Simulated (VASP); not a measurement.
# WS2 in VASP: a series of runs

WS2 is run at these levels: PBEsol; tasks: single point.

Program: VASP 6.6.1. These are calculated values, not measurements. Logs are shortened: lines on timing, memory, paths and dates and some standing lists are left out, and cuts for length are marked.

## Step 1: The cell of the first run

The cell holds a slab with vacuum, 3 atoms: a = 3.184 Å, b = 3.184 Å, c = 17.840 Å, α = 90.00°, β = 90.00°, γ = 120.00°.

## Step 2: Single point, PBEsol (strain +0.0525 x Voigt [0, 0, 1, 0, 0, 0])

Input file INCAR:

```
PREC = Accurate
ENCUT = 500
EDIFF = 1E-6
ISMEAR = 0
SIGMA = 0.05
LREAL = False
LASPH = True
NELM = 120
ALGO = Normal
ISIF = 2
LWAVE = False
LCHARG = False
GGA = PS
NBANDS = 20
GGA_COMPAT = False
```

Input file KPOINTS:

```
Automatic mesh
0
Gamma
  6 6 1
```

Input file POSCAR:

```
WS2
1.0
    3.1835163552      0.0000000000      0.0000000000
   -1.5917581776      2.7570060369      0.0000000000
    0.0000000000      0.0000000000     17.8404832292
W S
1 2
Direct
    0.3333333333      0.6666666667      0.0000000000
    0.6666666667      0.3333333333      0.9079994900
    0.6666666667      0.3333333333      0.0920005100
```

Potentials or basis: VASP PAW PBE potentials, release 64 (W_sv, S).

Launch:

```
> cat potpaw_PBE.64/W_sv/POTCAR potpaw_PBE.64/S/POTCAR > POTCAR
> mpirun -np 1 vasp_std > vasp.out
```

OUTCAR:

```text
PREC = Accurate
   ENCUT = 500
   EDIFF = 1E-6
   ISMEAR = 0
   LREAL = False
   LASPH = True
   NELM = 120
   ISIF = 2
   GGA = PS

 ion  position               nearest neighbor table
   1  0.333  0.667  0.000-   2 2.46   3 2.46   2 2.46   3 2.46   2 2.46   3 2.46
   2  0.667  0.333  0.908-   1 2.46   1 2.46   1 2.46
   3  0.667  0.333  0.092-   1 2.46   1 2.46   1 2.46

  LATTYP: Found a hexagonal cell.
 ALAT       =     3.1835163552
 C/A-ratio  =     5.6040180852

  Lattice vectors:

 A1 = (   3.1835163552,   0.0000000000,   0.0000000000)
 A2 = (  -1.5917581776,   2.7570060369,   0.0000000000)
 A3 = (   0.0000000000,   0.0000000000,  17.8404832292)

Analysis of symmetry for initial positions (statically):
=====================================================================
 Subroutine PRICEL returns:
 Original cell was already a primitive cell.

 Routine SETGRP: Setting up the symmetry group for a
 hexagonal supercell.

 Subroutine GETGRP returns: Found 12 space group operations
 (whereof 12 operations were pure point group operations)
 out of a pool of 24 trial point group operations.

The static configuration has the point symmetry D_3h.

Analysis of symmetry for dynamics (positions and initial velocities):
=====================================================================
 Subroutine PRICEL returns:
 Original cell was already a primitive cell.

 Routine SETGRP: Setting up the symmetry group for a
 hexagonal supercell.

 Subroutine GETGRP returns: Found 12 space group operations
 (whereof 12 operations were pure point group operations)
 out of a pool of 24 trial point group operations.

The dynamic configuration has the point symmetry D_3h.

 Subroutine INISYM returns: Found 12 space group operations
 (whereof 12 operations are pure point group operations),
 and found     1 'primitive' translations

----------------------------------------------------------------------------------------

                                     Primitive cell

  volume of cell :     156.5855

  direct lattice vectors                    reciprocal lattice vectors
     3.183516355  0.000000000  0.000000000     0.314118066  0.181356150  0.000000000
    -1.591758178  2.757006037  0.000000000     0.000000000  0.362712300  0.000000000
     0.000000000  0.000000000 17.840483229     0.000000000  0.000000000  0.056052293

  length of vectors
     3.183516355  3.183516355 17.840483229     0.362712300  0.362712300  0.056052293

  position of ions in fractional coordinates (direct lattice)
     0.333333333  0.666666667  0.000000000
     0.666666667  0.333333333  0.907999490
     0.666666667  0.333333333  0.092000510

  ion indices of the primitive-cell ions
   primitive index   ion index
                 1           1
                 2           2
                 3           3

----------------------------------------------------------------------------------------

 KPOINTS: Automatic mesh

Automatic generation of k-mesh.
 Grid dimensions read from file:
 generate k-points for:    6    6    1

 Generating k-lattice:

  Cartesian coordinates                     Fractional coordinates (reciprocal lattice)
     0.052353011  0.030226025  0.000000000     0.166666667  0.000000000  0.000000000
     0.000000000  0.060452050  0.000000000     0.000000000  0.166666667  0.000000000
     0.000000000  0.000000000  0.056052293     0.000000000  0.000000000  1.000000000

  Length of vectors
     0.060452050  0.060452050  0.056052293

  Shift w.r.t. Gamma in fractional coordinates (k-lattice)
     0.000000000  0.000000000  0.000000000

 Subroutine IBZKPT returns following result:
 ===========================================

 Found      7 irreducible k-points:

 Following reciprocal coordinates:
            Coordinates               Weight
  0.000000  0.000000  0.000000      1.000000
  0.166667  0.000000  0.000000      6.000000
  0.333333  0.000000  0.000000      6.000000
  0.500000  0.000000  0.000000      3.000000
  0.166667  0.166667  0.000000      6.000000
  0.333333  0.166667  0.000000     12.000000
  0.333333  0.333333  0.000000      2.000000
   k-points           NKPTS =      7   k-points in BZ     NKDIM =      7   number of bands    NBANDS=     20
   number of dos      NEDOS =    301   number of ions     NIONS =      3
   total plane-waves  NPLWV =  80640
   dimension x,y,z NGX =    24 NGY =   24 NGZ =  140
   dimension x,y,z NGXF=    48 NGYF=   48 NGZF=  280
   ions per type =               1   2
   NGX,Y,Z   is equivalent  to a cutoff of  12.53, 12.53, 13.05 a.u.
   NGXF,Y,Z  is equivalent  to a cutoff of  25.07, 25.07, 26.09 a.u.
 SYSTEM =  unknown system
   PREC   = accura    normal or accurate (medium, high low for compatibility)
   ISTART =      0    job   : 0-new  1-cont  2-samecut
   ICHARG =      2    charge: 1-file 2-atom 10-const
   ISPIN  =      1    spin polarized calculation?
   LNONCOLLINEAR =      F non collinear calculations
   LSORBIT =      F    spin-orbit coupling
   LASPH  =      T    aspherical Exc in radial PAW
   ENCUT  =  500.0 eV  36.75 Ry    6.06 a.u.   5.80  5.80 32.53*2*pi/ulx,y,z
   NELM   =    120;   NELMIN=  2; NELMDL= -5     # of ELM steps
   EDIFF  = 0.1E-05   stopping-criterion for ELM
   LREAL  =      F    real-space projection
   EDIFFG = 0.1E-04   stopping-criterion for IOM
   NSW    =      0    number of steps for IOM
   IBRION =     -1    ionic relax: 0-MD 1-quasi-New 2-CG
   NFREE  =      0    steps in history (QN), initial steepest desc. (CG)
   ISIF   =      2    stress and relaxation
   ISYM   =      2    0-nonsym 1-usesym 2-fastsym
   POTIM  = 0.5000    time-step for ionic-motion
   TEBEG  =    0.0;   TEEND  =   0.0 temperature during run
   PSTRESS=    0.0 pullay stress
   NELECT =      26.0000    total number of electrons
   NUPDOWN=      -1.0000    fix difference up-down
   EMIN   =  10.00;   EMAX   =-10.00  energy-range for DOS
   EFERMI =   0.00;   METHOD = LEGACY
   ISMEAR =     0;   SIGMA  =   0.05  broadening in eV -4-tet -1-fermi 0-gaus
   EFERMI_NEDOS =   21; number of points for ismear=-14 and -15
   IALGO  =     38    algorithm
   IMIX   =      4    mixing-type and parameters
     AMIX     =   0.40;   BMIX     =  1.00
     AMIX_MAG =   1.60;   BMIX_MAG =  1.00
  volume/ion in A,a.u.               =      52.20       352.23
  Fermi-wavevector in a.u.,A,eV,Ry     =   0.899806  1.700386 11.015965  0.809651
  Thomas-Fermi vector in A             =   2.022685
   LORBIT       =      0    0 simple, 1 ext, 2 COOP (PROOUT), +10 PAW based schemes
   GGA     = PS    functional components
   LHFCALC =     F    Hartree Fock is set to
   AEXX    =    0.0000 exact exchange contribution
   IVDW    =     0    specifies the selected vdW correction
   LEPSILON=     F    determine dielectric tensor
   LRPA    =     F    only Hartree local field effects (RPA)
 non-spin polarized calculation
 Gauss-broadening in eV      SIGMA  =   0.05
  energy-cutoff  :      500.00
  volume of cell :      156.59
 maximum number of plane-waves:      4000
 NGX is ok and might be reduce to    24
   NGX = 11   NGY = 11   NGZ = 65

 number of electron      25.9999999 magnetization

 Free energy of the ion-electron system (eV)
  ---------------------------------------------------
  ext. energy  EPLUGINS =         0.00000000
  ---------------------------------------------------
  free energy    TOTEN  =       -25.09115904 eV

  energy without entropy =      -25.09115904  energy(sigma->0) =      -25.09115904

 E-fermi :  -1.0763     XC(G=0):  -4.3872

 val. band max:       -1.3972227993   @ k =   0.3333   0.3333   0.0000
 cond. band min:       0.3436895255   @ k =   0.1667   0.1667   0.0000
 fundamental gap:      1.7409123248
 Fermi energy:        -1.0762515764

 k-point     1 :       0.0000    0.0000    0.0000
  band No.  band energies     occupation
      1     -75.5005      2.00000
      2     -39.7129      2.00000
      3     -39.5377      2.00000
      4     -39.5377      2.00000
      5     -15.8983      2.00000
      6     -14.5199      2.00000
[... 12 lines left out ...]
     19       4.0555      0.00000
     20       4.1700      0.00000

 k-point     2 :       0.1667    0.0000    0.0000
  band No.  band energies     occupation
      1     -75.4964      2.00000
      2     -39.6987      2.00000
      3     -39.6187      2.00000
      4     -39.5568      2.00000
      5     -15.4678      2.00000
      6     -14.3301      2.00000
[... 12 lines left out ...]
     19       4.5941      0.00000
     20       5.1877      0.00000

 k-point     3 :       0.3333    0.0000    0.0000
  band No.  band energies     occupation
      1     -75.4883      2.00000
      2     -39.7774      2.00000
      3     -39.6703      2.00000
      4     -39.5947      2.00000
      5     -14.4452      2.00000
      6     -13.8904      2.00000
[... 12 lines left out ...]
     19       5.7717      0.00000
     20       5.8189      0.00000

 k-point     4 :       0.5000    0.0000    0.0000
  band No.  band energies     occupation
      1     -75.4843      2.00000
      2     -39.8551      2.00000
      3     -39.6560      2.00000
      4     -39.6135      2.00000
      5     -13.7874      2.00000
      6     -13.6275      2.00000
[... 12 lines left out ...]
     19       6.0401      0.00000
     20       6.0478      0.00000

 k-point     5 :       0.1667    0.1667    0.0000
  band No.  band energies     occupation
      1     -75.4904      2.00000
      2     -39.7231      2.00000
      3     -39.6774      2.00000
      4     -39.6006      2.00000
      5     -14.7317      2.00000
      6     -14.0072      2.00000
[... 12 lines left out ...]
     19       5.5804      0.00000
     20       6.0420      0.00000

 k-point     6 :       0.3333    0.1667    0.0000
  band No.  band energies     occupation
      1     -75.4843      2.00000
      2     -39.8154      2.00000
      3     -39.6560      2.00000
      4     -39.6547      2.00000
      5     -13.8159      2.00000
      6     -13.6147      2.00000
[... 12 lines left out ...]
     19       6.5739      0.00000
     20       6.9870      0.00000

 k-point     7 :       0.3333    0.3333    0.0000
  band No.  band energies     occupation
      1     -75.4822      2.00000
      2     -39.7728      2.00000
      3     -39.7469      2.00000
      4     -39.6489      2.00000
      5     -13.4729      2.00000
      6     -13.4478      2.00000
[... 12 lines left out ...]
     19       5.6412      0.00000
     20       7.8180      0.00000

------------------------ aborting loop because EDIFF is reached ----------------------------------------

  FORCE on cell =-STRESS in cart. coord.  units (eV):
  Direction    XX          YY          ZZ          XY          YZ          ZX
  --------------------------------------------------------------------------------------
  -------------------------------------------------------------------------------------
  Total       -2.8710142     -2.8710142     -5.1779192      0.0000000     -0.0000000      0.0000000
  in kB      -29.3761249    -29.3761249    -52.9803031      0.0000000     -0.0000000      0.0000000
  external PRESSURE =     -37.2441843 kB  Pullay stress =       0.0000000 kB

 VOLUME and BASIS-vectors are now :
 -----------------------------------------------------------------------------
  energy-cutoff  :      500.00
  volume of cell :      156.59
      direct lattice vectors                 reciprocal lattice vectors
     3.183516355  0.000000000  0.000000000     0.314118066  0.181356150  0.000000000
    -1.591758178  2.757006037  0.000000000     0.000000000  0.362712300  0.000000000
     0.000000000  0.000000000 17.840483229     0.000000000  0.000000000  0.056052293

 POSITION                                       TOTAL-FORCE (eV/Angst)
 -----------------------------------------------------------------------------------
     -0.00000      1.83800      0.00000        -0.000000     -0.000000      0.000000
      1.59176      0.91900     16.19915         0.000000      0.000000      1.567810
      1.59176      0.91900      1.64133        -0.000000      0.000000     -1.567810
 -----------------------------------------------------------------------------------
    total drift:                               -0.000000      0.000000     -0.000000

  FREE ENERGIE OF THE ION-ELECTRON SYSTEM (eV)
  ---------------------------------------------------
  free  energy   TOTEN  =       -25.0911590413 eV

  energy  without entropy=      -25.0911590413  energy(sigma->0) =      -25.09115904
```

Wall time 19 s (1 thread of Intel Xeon 6975P-C (Granite Rapids), shared host); peak memory 0.26 GiB.

What came out:

```yaml
Free_energy: -25.0912 eV
Largest_force: 1.568 eV/Å
Band_gap_on_the_k_mesh: 1.74 eV (least direct gap 1.97 eV)
```

Forces in eV/Å, atoms in the order of the input:
```
W    0.000  0.000  0.000
S    0.000  0.000  1.568
S    0.000  0.000 -1.568
```

Caveat: the cell differs from its parent crystal (strain +0.0525 x Voigt [0, 0, 1, 0, 0, 0]); the PAW data sets were made with another functional, which shifts forces and pressure a little; spin-orbit coupling is left out, which moves the levels of the heavy elements.

## Step 3: Single point, PBEsol (strain +0.0600 x Voigt [0, 0, 1, 0, 0, 0])

INCAR is that of step 2.

KPOINTS is that of step 2.

POSCAR, as its differences from that of step 2:

```diff
@@ -4,3 +4,3 @@
    -1.5917581776      2.7570060369      0.0000000000
-    0.0000000000      0.0000000000     17.8404832292
+    0.0000000000      0.0000000000     17.9676125634
 W S
```

Potentials or basis: VASP PAW PBE potentials, release 64 (W_sv, S).

Launch:

```
> cat potpaw_PBE.64/W_sv/POTCAR potpaw_PBE.64/S/POTCAR > POTCAR
> mpirun -np 1 vasp_std > vasp.out
```

Run time: 18 s. Hardware: 1 thread of Intel Xeon 6975P-C (Granite Rapids), shared host; peak memory 0.25 GiB.

It converged, with:

- Free energy: -25.0523 eV
- Largest force: 1.752 eV/Å
- Band gap on the k mesh: 1.70 eV (least direct gap 2.00 eV)

Forces on the atoms (eV/Å):
```
W    0.000  0.000  0.000
S    0.000  0.000  1.752
S    0.000  0.000 -1.752
```

Levels at points of the mesh, in eV from the valence-band top:
```tsv
k point	band 11	band 12	band 13	band 14	band 15	band 16
(0.00, 0.00, 0.00)	-1.29	-1.29	-0.40	2.76	2.76	2.80
(0.50, 0.00, 0.00)	-2.35	-1.05	-1.00	2.87	3.12	3.75
```

Caveat: the cell differs from its parent crystal (strain +0.0600 x Voigt [0, 0, 1, 0, 0, 0]); the PAW data sets were made with another functional, which shifts forces and pressure a little; spin-orbit coupling is left out, which moves the levels of the heavy elements.
